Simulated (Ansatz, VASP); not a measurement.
# Rh: VASP beside Ansatz

INCAR

```
PREC = Accurate
ENCUT = 600
EDIFF = 1E-7
ISMEAR = 0
SIGMA = 0.1
LREAL = False
LASPH = True
NELM = 60
ALGO = Fast
ISIF = 3
LWAVE = False
LCHARG = False
GGA = PE
IVDW = 12
IBRION = 2
NSW = 100
EDIFFG = -0.005
```

The input KPOINTS:

```
Automatic mesh
0
Gamma
  18 18 18
```

Contents of POSCAR:

```
Rh
1.0
    0.0000000000      1.9029860865      1.9029860865
    1.9029860865      0.0000000000      1.9029860865
    1.9029860865      1.9029860865      0.0000000000
Rh
1
Direct
    0.0000000000      0.0000000000      0.0000000000
```

Input for Ansatz:

```yaml
crystal:
  lattice:
    - [0.0, 1.9029860865, 1.9029860865]
    - [1.9029860865, 0.0, 1.9029860865]
    - [1.9029860865, 1.9029860865, 0.0]
  atoms:
    - { symbol: Rh, position: [0.0, 0.0, 0.0] }
basis:
  ecutwfc: 420
kpoints:
  mp_grid: { grid: [18, 18, 18] }
hamiltonian:
  xc: pbe
  dispersion: d3bj
scf:
  occupations: { method: gaussian, width: 0.1 }
output:
  forces: true
  stress: true
  eigenvalues: true
relax:
  adjacent_minimum: "off"
  f_tol: 0.005
  max_steps: 80
  cell: { stress_tol: 0.05 }
```

Alike in both runs: task relaxation of cell and atoms; functional PBE; dispersion D3(BJ); k mesh 18 × 18 × 18; occupations gaussian, width 0.1 eV; no spin polarisation.

```csv
,VASP,Ansatz
version,VASP 6.6.1,Ansatz 0.2.0
potentials or method,"VASP PAW PBE potentials, release 64 (Rh_pv), cutoff 600 eV","scalar-relativistic, plane waves, PAW"
valence electrons in the cell,15,17
```

```csv
,VASP,Ansatz,Ansatz less VASP
"gap on the k mesh at the Fermi level, each at its own relaxed structure (eV)",none,none,-
relaxed volume (Å³/atom),13.64,13.65,+0.005
relaxed cell length with the largest relative difference (Å),2.682,2.682,+0.0004
```

A gap of «none» marks a metal or a gap that the smearing closes. VASP's potentials hold 15 valence electrons a cell and Ansatz's 17, so a difference there can come from the potentials and not from the codes.
